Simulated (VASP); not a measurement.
# Cr (Im-3m) in VASP: single point with PBEsol

Aim: the single point of Cr with PBEsol.

Everything below comes from runs of VASP 6.6.1. Logs are shortened: lines on timing, memory, paths and dates and some standing lists are left out, and cuts for length are marked.

## Step 1: The cell of the first run

Symmetry: Im-3m, No. 229, cubic system. The conventional cell has a = 2.817 Å, b = 2.817 Å, c = 2.817 Å, α = 90.00°, β = 90.00°, γ = 90.00°. Within 3.2 Å of Cr (site symmetry m-3m) lie 14 Cr at 2.44 to 2.82 Å.

## Step 2: Single point, PBEsol

File INCAR:

```
SYSTEM = Cr
PREC     = Accurate       ! precision mode
ENCUT    = 520            ! plane-wave cutoff, eV
EDIFF    = 1E-6           ! SCF threshold, eV
ISMEAR   = -1             ! smearing method
SIGMA    = 0.13605693000000002 ! smearing width, eV
LREAL    = .FALSE.        ! projectors in reciprocal space
LASPH    = .TRUE.         ! aspherical terms in the spheres
NELM     = 100            ! most SCF steps
ALGO     = Normal         ! electronic algorithm
ISIF     = 2              ! what is computed and relaxed
LWAVE    = .FALSE.        ! write WAVECAR
LCHARG   = .TRUE.         ! write CHGCAR
GGA      = PS             ! functional
LELF     = .TRUE.         ! ELF
LVHAR    = .TRUE.       
NBANDS   = 12             ! bands
```

File KPOINTS:

```
regular mesh
0
G
  16 16 16
  0 0 0
```

File POSCAR:

```
Cr
1.0
   -1.4084942765      1.4084942765      1.4084942765
    1.4084942765     -1.4084942765      1.4084942765
    1.4084942765      1.4084942765     -1.4084942765
Cr
1
Direct
    0.0000000000      0.0000000000      0.0000000000
```

Potentials or basis: VASP PAW PBE potentials, release 64 (Cr_pv).

On the command line:

```sh
$ cat potpaw_PBE.64/Cr_pv/POTCAR > POTCAR
$ mpirun -np 1 vasp_std > vasp.out
```

OUTCAR:

```text
SYSTEM = Cr
   PREC = Accurate
   ENCUT = 520
   EDIFF = 1E-6
   ISMEAR = -1
   LREAL = .FALSE.
   LASPH = .TRUE.
   NELM = 100
   ISIF = 2
   GGA = PS

 ion  position               nearest neighbor table
   1  0.000  0.000  0.000-

  LATTYP: Found a body centered cubic cell.
 ALAT       =     2.8169885530

  Lattice vectors:

 A1 = (  -1.4084942765,   1.4084942765,   1.4084942765)
 A2 = (   1.4084942765,  -1.4084942765,   1.4084942765)
 A3 = (   1.4084942765,   1.4084942765,  -1.4084942765)

Analysis of symmetry for initial positions (statically):
=====================================================================
 Subroutine PRICEL returns:
 Original cell was already a primitive cell.

 Routine SETGRP: Setting up the symmetry group for a
 body centered cubic supercell.

 Subroutine GETGRP returns: Found 48 space group operations
 (whereof 48 operations were pure point group operations)
 out of a pool of 48 trial point group operations.

The static configuration has the point symmetry O_h .

Analysis of symmetry for dynamics (positions and initial velocities):
=====================================================================
 Subroutine PRICEL returns:
 Original cell was already a primitive cell.

 Routine SETGRP: Setting up the symmetry group for a
 body centered cubic supercell.

 Subroutine GETGRP returns: Found 48 space group operations
 (whereof 48 operations were pure point group operations)
 out of a pool of 48 trial point group operations.

The dynamic configuration has the point symmetry O_h .

 Subroutine INISYM returns: Found 48 space group operations
 (whereof 48 operations are pure point group operations),
 and found     1 'primitive' translations

----------------------------------------------------------------------------------------

                                     Primitive cell

  volume of cell :      11.1770

  direct lattice vectors                    reciprocal lattice vectors
    -1.408494276  1.408494276  1.408494276     0.000000000  0.354989018  0.354989018
     1.408494276 -1.408494276  1.408494276     0.354989018  0.000000000  0.354989018
     1.408494276  1.408494276 -1.408494276     0.354989018  0.354989018  0.000000000

  length of vectors
     2.439583649  2.439583649  2.439583649     0.502030284  0.502030284  0.502030284

  position of ions in fractional coordinates (direct lattice)
     0.000000000  0.000000000  0.000000000

  ion indices of the primitive-cell ions
   primitive index   ion index
                 1           1

----------------------------------------------------------------------------------------

 KPOINTS: regular mesh

Automatic generation of k-mesh.
 Grid dimensions read from file:
 generate k-points for:   16   16   16

 Generating k-lattice:

  Cartesian coordinates                     Fractional coordinates (reciprocal lattice)
     0.000000000  0.022186814  0.022186814     0.062500000  0.000000000  0.000000000
     0.022186814  0.000000000  0.022186814     0.000000000  0.062500000  0.000000000
     0.022186814  0.022186814  0.000000000     0.000000000  0.000000000  0.062500000

  Length of vectors
     0.031376893  0.031376893  0.031376893

  Shift w.r.t. Gamma in fractional coordinates (k-lattice)
     0.000000000  0.000000000  0.000000000

 Subroutine IBZKPT returns following result:
 ===========================================

 Found    145 irreducible k-points:

 Following reciprocal coordinates:
            Coordinates               Weight
  0.000000  0.000000  0.000000      1.000000
  0.062500  0.000000  0.000000     12.000000
  0.125000  0.000000  0.000000     12.000000
  0.187500  0.000000  0.000000     12.000000
  0.250000  0.000000  0.000000     12.000000
  0.312500  0.000000  0.000000     12.000000
[... 16 lines left out ...]
  0.187500  0.187500  0.000000     24.000000
  0.250000  0.187500  0.000000     48.000000
 [... further k-points ...]
   k-points           NKPTS =    145   k-points in BZ     NKDIM =    145   number of bands    NBANDS=     12
   number of dos      NEDOS =    301   number of ions     NIONS =      1
   total plane-waves  NPLWV =   5832
   dimension x,y,z NGX =    18 NGY =   18 NGZ =   18
   dimension x,y,z NGXF=    36 NGYF=   36 NGZF=   36
   ions per type =               1
   NGX,Y,Z   is equivalent  to a cutoff of  12.27, 12.27, 12.27 a.u.
   NGXF,Y,Z  is equivalent  to a cutoff of  24.53, 24.53, 24.53 a.u.
 SYSTEM =  Cr
   PREC   = accura    normal or accurate (medium, high low for compatibility)
   ISTART =      0    job   : 0-new  1-cont  2-samecut
   ICHARG =      2    charge: 1-file 2-atom 10-const
   ISPIN  =      1    spin polarized calculation?
   LNONCOLLINEAR =      F non collinear calculations
   LSORBIT =      F    spin-orbit coupling
   LASPH  =      T    aspherical Exc in radial PAW
   ENCUT  =  520.0 eV  38.22 Ry    6.18 a.u.   4.54  4.54  4.54*2*pi/ulx,y,z
   NELM   =    100;   NELMIN=  2; NELMDL= -5     # of ELM steps
   EDIFF  = 0.1E-05   stopping-criterion for ELM
   LREAL  =      F    real-space projection
   EDIFFG = 0.1E-04   stopping-criterion for IOM
   NSW    =      0    number of steps for IOM
   IBRION =     -1    ionic relax: 0-MD 1-quasi-New 2-CG
   NFREE  =      0    steps in history (QN), initial steepest desc. (CG)
   ISIF   =      2    stress and relaxation
   ISYM   =      2    0-nonsym 1-usesym 2-fastsym
   POTIM  = 0.5000    time-step for ionic-motion
   TEBEG  =    0.0;   TEEND  =   0.0 temperature during run
   PSTRESS=    0.0 pullay stress
   NELECT =      12.0000    total number of electrons
   NUPDOWN=      -1.0000    fix difference up-down
   EMIN   =  10.00;   EMAX   =-10.00  energy-range for DOS
   EFERMI =   0.00;   METHOD = LEGACY
   ISMEAR =    -1;   SIGMA  =   0.14  broadening in eV -4-tet -1-fermi 0-gaus
   EFERMI_NEDOS =   21; number of points for ismear=-14 and -15
   IALGO  =     38    algorithm
   IMIX   =      4    mixing-type and parameters
     AMIX     =   0.40;   BMIX     =  1.00
     AMIX_MAG =   1.60;   BMIX_MAG =  1.00
  volume/ion in A,a.u.               =      11.18        75.43
  Fermi-wavevector in a.u.,A,eV,Ry     =   1.676332  3.167809 38.233604  2.810091
  Thomas-Fermi vector in A             =   2.760794
   LORBIT       =      0    0 simple, 1 ext, 2 COOP (PROOUT), +10 PAW based schemes
   GGA     = PS    functional components
   LHFCALC =     F    Hartree Fock is set to
   AEXX    =    0.0000 exact exchange contribution
   IVDW    =     0    specifies the selected vdW correction
   LEPSILON=     F    determine dielectric tensor
   LRPA    =     F    only Hartree local field effects (RPA)
 non-spin polarized calculation
  energy-cutoff  :      520.00
  volume of cell :       11.18
 maximum number of plane-waves:       321
   NGX =  9   NGY =  9   NGZ =  9

 number of electron      12.0000012 magnetization

 Free energy of the ion-electron system (eV)
  ---------------------------------------------------
  ext. energy  EPLUGINS =         0.00000000
  ---------------------------------------------------
  free energy    TOTEN  =       -10.26473479 eV

  energy without entropy =      -10.22050089  energy(sigma->0) =      -10.24261784

 E-fermi :  11.2721     XC(G=0): -14.0274

 val. band max:       11.2531484842   @ k =  -0.2500   0.3125   0.1250
 cond. band min:      11.2757898352   @ k =  -0.3125   0.3125   0.1875
 fundamental gap:      0.0226413510
 Fermi energy:        11.2720638624

 k-point     1 :       0.0000    0.0000    0.0000
  band No.  band energies     occupation
      1     -31.2266      2.00000
      2     -31.2266      2.00000
      3     -31.2266      2.00000
      4       3.2987      2.00000
      5      10.3530      1.99767
      6      10.3530      1.99767
      7      10.3530      1.99767
      8      12.4692      0.00030
      9      12.4692      0.00030
     10      18.4171      0.00000
     11      33.8431      0.00000
     12      33.8431      0.00000

 k-point     2 :       0.0625    0.0000    0.0000
  band No.  band energies     occupation
      1     -31.2678      2.00000
      2     -31.2391      2.00000
      3     -31.2269      2.00000
      4       3.4759      2.00000
      5      10.2827      1.99861
      6      10.3411      1.99787
      7      10.4752      1.99429
      8      12.3901      0.00054
      9      12.4740      0.00029
     10      18.4170      0.00000
     11      33.4692      0.00000
     12      33.8018      0.00000

 k-point     3 :       0.1250    0.0000    0.0000
  band No.  band energies     occupation
      1     -31.3841      2.00000
      2     -31.2745      2.00000
      3     -31.2277      2.00000
      4       3.9873      2.00000
      5      10.0868      1.99967
      6      10.2807      1.99863
      7      10.8320      1.92424
      8      12.2198      0.00189
      9      12.4915      0.00026
     10      18.4170      0.00000
     11      32.3884      0.00000
     12      33.5168      0.00000

 k-point     4 :       0.1875    0.0000    0.0000
  band No.  band energies     occupation
      1     -31.5556      2.00000
      2     -31.3273      2.00000
      3     -31.2289      2.00000
      4       4.7635      2.00000
      5       9.8048      1.99996
      6      10.1400      1.99951
      7      11.3918      0.58622
      8      12.1065      0.00433
      9      12.5278      0.00020
     10      18.4169      0.00000
     11      30.6868      0.00000
     12      32.7402      0.00000

 k-point     5 :       0.2500    0.0000    0.0000
  band No.  band energies     occupation
      1     -31.7543      2.00000
      2     -31.3890      2.00000
      3     -31.2305      2.00000
      4       5.6513      2.00000
      5       9.4876      2.00000
      6      10.0221      1.99980
      7      12.0997      0.00455
      8      12.1344      0.00353
      9      12.5866      0.00013
     10      18.4168      0.00000
     11      28.5441      0.00000
     12      31.5999      0.00000
[... 228 lines left out ...]
      1     -32.1743      2.00000
      2     -31.5836      2.00000
      3     -31.2865      2.00000
      4       7.1009      2.00000
      5       8.8373      2.00000
      6      10.7714      1.95080
      7      12.3941      0.00052
      8      13.1138      0.00000
      9      15.3334      0.00000
     10      18.4154      0.00000
     11      22.3464      0.00000
     12      27.7655      0.00000

 k-point    22 :       0.4375    0.1250    0.0000
  band No.  band energies     occupation
      1     -32.2040      2.00000
      2     -31.5994      2.00000
      3     -31.2871      2.00000
      4       7.0772      2.00000
      5       8.7928      2.00000
      6      11.0116      1.74295
      7      12.4206      0.00043
      8      13.2185      0.00000
      9      15.7434      0.00000
     10      18.4147      0.00000
     11      21.5762      0.00000
     12      27.5750      0.00000

 k-point    23 :       0.1875    0.1875    0.0000
  band No.  band energies     occupation
      1     -31.9271      2.00000
      2     -31.4674      2.00000
      3     -31.2997      2.00000
      4       6.8645      2.00000
      5       9.2021      2.00000
      6       9.5071      2.00000
      7      11.9839      0.01063
      8      12.8439      0.00002
      9      13.5989      0.00000
     10      18.4166      0.00000
     11      27.4168      0.00000
     12      28.2572      0.00000

 k-point    24 :       0.2500    0.1875    0.0000
  band No.  band energies     occupation
      1     -32.0305      2.00000
      2     -31.5520      2.00000
      3     -31.3131      2.00000
      4       7.4152      2.00000
      5       8.9694      2.00000
      6       9.6116      1.99999
      7      12.1244      0.00380
      8      12.9393      0.00001
      9      14.6825      0.00000
     10      18.4164      0.00000
     11      25.4249      0.00000
     12      27.0649      0.00000

 [... further k-points ...]
[... 5 lines left out ...]
  --------------------------------------------------------------------------------------
  -------------------------------------------------------------------------------------
  Total       -0.0765191     -0.0765191     -0.0765191     -0.0000000     -0.0000000      0.0000000
  in kB      -10.9687044    -10.9687044    -10.9687044     -0.0000000     -0.0000000      0.0000000
  external PRESSURE =     -10.9687044 kB  Pullay stress =       0.0000000 kB

 VOLUME and BASIS-vectors are now :
 -----------------------------------------------------------------------------
  energy-cutoff  :      520.00
  volume of cell :       11.18
      direct lattice vectors                 reciprocal lattice vectors
    -1.408494276  1.408494276  1.408494276     0.000000000  0.354989018  0.354989018
     1.408494276 -1.408494276  1.408494276     0.354989018  0.000000000  0.354989018
     1.408494276  1.408494276 -1.408494276     0.354989018  0.354989018  0.000000000

 POSITION                                       TOTAL-FORCE (eV/Angst)
 -----------------------------------------------------------------------------------
      0.00000      0.00000      0.00000        -0.000000      0.000000      0.000000
 -----------------------------------------------------------------------------------
    total drift:                                0.000000      0.000000      0.000000

  FREE ENERGIE OF THE ION-ELECTRON SYSTEM (eV)
  ---------------------------------------------------
  free  energy   TOTEN  =       -10.2647347902 eV

  energy  without entropy=      -10.2205008857  energy(sigma->0) =      -10.24261784
```

Wall time 12 s (1 thread of Intel Xeon Platinum 8488C (Sapphire Rapids), shared host); peak memory 0.13 GiB.

What came out:

```
Free energy            : -10.2647 eV
Pressure               : -1.1 GPa
Band gap on the k mesh : zero (band 6 reaches 13.89 eV, above the bottom of band 7 at 10.35 eV)
```

Caveat: the PAW data sets were made with another functional, which shifts forces and pressure a little; the run has no spin polarisation, though such a crystal can be magnetic.
